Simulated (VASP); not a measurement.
# SnSe2 (P-3m1) in VASP: further runs

Runs on SnSe2. Level: r2SCAN. Tasks: single point.

All numbers are computed with VASP 6.6.1; they aren't measurements. Logs are shortened: lines on timing, memory, paths and dates and some standing lists are left out, and cuts for length are marked.

## (1) The cell of the first run

The structure is trigonal, space group P-3m1 (No. 164). Conventional cell: a = 3.820 Å, b = 3.820 Å, c = 6.201 Å, α = 90.00°, β = 90.00°, γ = 120.00°. Within 3.6 Å of Sn (site symmetry -3m) lie 6 Se at 2.71 Å. Se (site symmetry 3m) has 3 Sn at 2.71 Å within 3.6 Å.

## (2) Single point, r2SCAN (26.12 Å³/atom)

POSCAR reads:

```
SnSe2
1.0
    3.8201878615      0.0000000000      0.0000000000
   -1.9100939308      3.3083797353      0.0000000000
    0.0000000000      0.0000000000      6.2009147679
Sn Se
1 2
Direct
    0.0000000000      0.0000000000      0.0000000000
    0.3333333333      0.6666666667      0.2538243547
    0.6666666667      0.3333333333      0.7461756453
```

INCAR.step1 reads:

```
  ALGO = Normal
  EDIFF = 1E-4
  ENCUT = 520
  GGA = PE
  ISMEAR = 0
  LASPH = True
  LCHARG = False
  LREAL = False
  LWAVE = True
  NBANDS = 20
  NELM = 60
  PREC = Accurate
  SIGMA = 0.02
```

INCAR.step2 reads:

```
  ALGO = Normal
  EDIFF = 1E-6
  ENCUT = 520
  ISIF = 2
  ISMEAR = 0
  ISTART = 1
  LASPH = True
  LCHARG = False
  LMIXTAU = True
  LREAL = False
  LWAVE = False
  METAGGA = R2SCAN
  NBANDS = 20
  NELM = 60
  PREC = Accurate
  SIGMA = 0.02
```

KPOINTS reads:

```
k-points
0
Gamma
  9 9 4
```

Potentials or basis: VASP PAW PBE potentials, release 64 (Sn_d, Se).

Command:

```
cat potpaw_PBE.64/Sn_d/POTCAR potpaw_PBE.64/Se/POTCAR > POTCAR
cp INCAR.step1 INCAR
mpirun -np 1 vasp_std > vasp.out
cp INCAR.step2 INCAR
mpirun -np 1 vasp_std > vasp.out
```

OUTCAR:

```text
EDIFF = 1E-6
   ENCUT = 520
   ISIF = 2
   ISMEAR = 0
   ISTART = 1
   LASPH = True
   LREAL = False
   METAGGA = R2SCAN
   NELM = 60
   PREC = Accurate

 ion  position               nearest neighbor table
   1  0.000  0.000  0.000-   2 2.71   3 2.71   3 2.71   2 2.71   3 2.71   2 2.71
   2  0.333  0.667  0.254-   1 2.71   1 2.71   1 2.71
   3  0.667  0.333  0.746-   1 2.71   1 2.71   1 2.71

  LATTYP: Found a hexagonal cell.
 ALAT       =     3.8201878615
 C/A-ratio  =     1.6231962910

  Lattice vectors:

 A1 = (   3.8201878615,   0.0000000000,   0.0000000000)
 A2 = (  -1.9100939308,   3.3083797353,   0.0000000000)
 A3 = (   0.0000000000,   0.0000000000,   6.2009147679)

Analysis of symmetry for initial positions (statically):
=====================================================================
 Subroutine PRICEL returns:
 Original cell was already a primitive cell.

 Routine SETGRP: Setting up the symmetry group for a
 hexagonal supercell.

 Subroutine GETGRP returns: Found 12 space group operations
 (whereof 12 operations were pure point group operations)
 out of a pool of 24 trial point group operations.

The static configuration has the point symmetry D_3d.

Analysis of symmetry for dynamics (positions and initial velocities):
=====================================================================
 Subroutine PRICEL returns:
 Original cell was already a primitive cell.

 Routine SETGRP: Setting up the symmetry group for a
 hexagonal supercell.

 Subroutine GETGRP returns: Found 12 space group operations
 (whereof 12 operations were pure point group operations)
 out of a pool of 24 trial point group operations.

The dynamic configuration has the point symmetry D_3d.

 Subroutine INISYM returns: Found 12 space group operations
 (whereof 12 operations are pure point group operations),
 and found     1 'primitive' translations

----------------------------------------------------------------------------------------

                                     Primitive cell

  volume of cell :      78.3711

  direct lattice vectors                    reciprocal lattice vectors
     3.820187862  0.000000000  0.000000000     0.261767231  0.151131382  0.000000000
    -1.910093931  3.308379735  0.000000000     0.000000000  0.302262763  0.000000000
     0.000000000  0.000000000  6.200914768     0.000000000  0.000000000  0.161266529

[... 76 lines left out ...]
   PREC   = accura    normal or accurate (medium, high low for compatibility)
   ISTART =      1    job   : 0-new  1-cont  2-samecut
   ICHARG =      0    charge: 1-file 2-atom 10-const
   ISPIN  =      1    spin polarized calculation?
   LNONCOLLINEAR =      F non collinear calculations
   LSORBIT =      F    spin-orbit coupling
   LASPH  =      T    aspherical Exc in radial PAW
   ENCUT  =  520.0 eV  38.22 Ry    6.18 a.u.   7.10  7.10 11.53*2*pi/ulx,y,z
   NELM   =     60;   NELMIN=  2; NELMDL=  0     # of ELM steps
   EDIFF  = 0.1E-05   stopping-criterion for ELM
   LREAL  =      F    real-space projection
   EDIFFG = 0.1E-04   stopping-criterion for IOM
   NSW    =      0    number of steps for IOM
   IBRION =     -1    ionic relax: 0-MD 1-quasi-New 2-CG
   NFREE  =      0    steps in history (QN), initial steepest desc. (CG)
   ISIF   =      2    stress and relaxation
   ISYM   =      2    0-nonsym 1-usesym 2-fastsym
   POTIM  = 0.5000    time-step for ionic-motion
   TEBEG  =    0.0;   TEEND  =   0.0 temperature during run
   PSTRESS=    0.0 pullay stress
   NELECT =      26.0000    total number of electrons
   NUPDOWN=      -1.0000    fix difference up-down
   EMIN   =  10.00;   EMAX   =-10.00  energy-range for DOS
   EFERMI =   0.00;   METHOD = LEGACY
   ISMEAR =     0;   SIGMA  =   0.02  broadening in eV -4-tet -1-fermi 0-gaus
   EFERMI_NEDOS =   21; number of points for ismear=-14 and -15
   IALGO  =     38    algorithm
   IMIX   =      4    mixing-type and parameters
     AMIX     =   0.40;   BMIX     =  1.00
     AMIX_MAG =   1.60;   BMIX_MAG =  1.00
  volume/ion in A,a.u.               =      26.12       176.29
  Fermi-wavevector in a.u.,A,eV,Ry     =   1.133306  2.141639 17.475097  1.284383
  Thomas-Fermi vector in A             =   2.270009
   LORBIT       =      0    0 simple, 1 ext, 2 COOP (PROOUT), +10 PAW based schemes
   METAGGA = R2SCAN    functional components
   LHFCALC =     F    Hartree Fock is set to
   AEXX    =    0.0000 exact exchange contribution
   IVDW    =     0    specifies the selected vdW correction
   LEPSILON=     F    determine dielectric tensor
   LRPA    =     F    only Hartree local field effects (RPA)
 non-spin polarized calculation
 Gauss-broadening in eV      SIGMA  =   0.02
  energy-cutoff  :      520.00
  volume of cell :       78.37
 maximum number of plane-waves:      2133
   NGX = 15   NGY = 15   NGZ = 23

 number of electron      26.0000000 magnetization

 Free energy of the ion-electron system (eV)
  ---------------------------------------------------
  ext. energy  EPLUGINS =         0.00000000
  ---------------------------------------------------
  free energy    TOTEN  =       -54.62128392 eV

  energy without entropy =      -54.62128392  energy(sigma->0) =      -54.62128392

 E-fermi :   3.8653     XC(G=0):  -9.9567

 val. band max:        3.7112575239   @ k =   0.1111   0.1111   0.0000
 cond. band min:       4.7234875148   @ k =   0.0000   0.4444   0.2500
 fundamental gap:      1.0122299909
 Fermi energy:         3.8652918676

 k-point     1 :       0.0000    0.0000    0.0000
  band No.  band energies     occupation
      1     -18.1698      2.00000
      2     -18.1697      2.00000
      3     -18.1129      2.00000
      4     -18.1048      2.00000
      5     -18.1048      2.00000
      6     -10.5901      2.00000
[... 541 lines left out ...]
     19      11.8403      0.00000
     20      13.5500      0.00000

 [... further k-points ...]
[... 5 lines left out ...]
  --------------------------------------------------------------------------------------
  -------------------------------------------------------------------------------------
  Total        0.6430533      0.6430533      0.6244422     -0.0000000      0.0000000      0.0000000
  in kB       13.1462449     13.1462449     12.7657687     -0.0000000      0.0000000      0.0000000
  external PRESSURE =      13.0194195 kB  Pullay stress =       0.0000000 kB

 VOLUME and BASIS-vectors are now :
 -----------------------------------------------------------------------------
  energy-cutoff  :      520.00
  volume of cell :       78.37
      direct lattice vectors                 reciprocal lattice vectors
     3.820187862  0.000000000  0.000000000     0.261767231  0.151131382  0.000000000
    -1.910093931  3.308379735  0.000000000     0.000000000  0.302262763  0.000000000
     0.000000000  0.000000000  6.200914768     0.000000000  0.000000000  0.161266529

 POSITION                                       TOTAL-FORCE (eV/Angst)
 -----------------------------------------------------------------------------------
      0.00000      0.00000      0.00000         0.000000      0.000000      0.000000
     -0.00000      2.20559      1.57394        -0.000000      0.000000      0.012015
      1.91009      1.10279      4.62697         0.000000      0.000000     -0.012015
 -----------------------------------------------------------------------------------
    total drift:                               -0.000000      0.000000     -0.000000

  FREE ENERGIE OF THE ION-ELECTRON SYSTEM (eV)
  ---------------------------------------------------
  free  energy   TOTEN  =       -54.6212839227 eV

  energy  without entropy=      -54.6212839227  energy(sigma->0) =      -54.62128392
```

It took 99 s on 1 thread of Intel Xeon 6975P-C (Granite Rapids), shared host; peak memory 0.23 GiB.

Results:

| Property | Result |
| --- | --- |
| Free energy | -54.6213 eV |
| Pressure | 1.3 GPa |
| Largest force | 0.012 eV/Å |
| Band gap on the k mesh | 1.01 eV (least direct gap 1.49 eV) |

Forces in eV/Å, atoms in the order of the input:
```
Sn   0.000  0.000  0.000
Se   0.000  0.000  0.012
Se   0.000  0.000 -0.012
```

Caveat: the PAW data sets were made with another functional, which shifts forces and pressure a little; spin-orbit coupling is left out, which moves the levels of the heavy elements; an odd mesh through Γ misses points on the zone boundary, where band edges can lie.

(Part 1 of 2 ends here.)
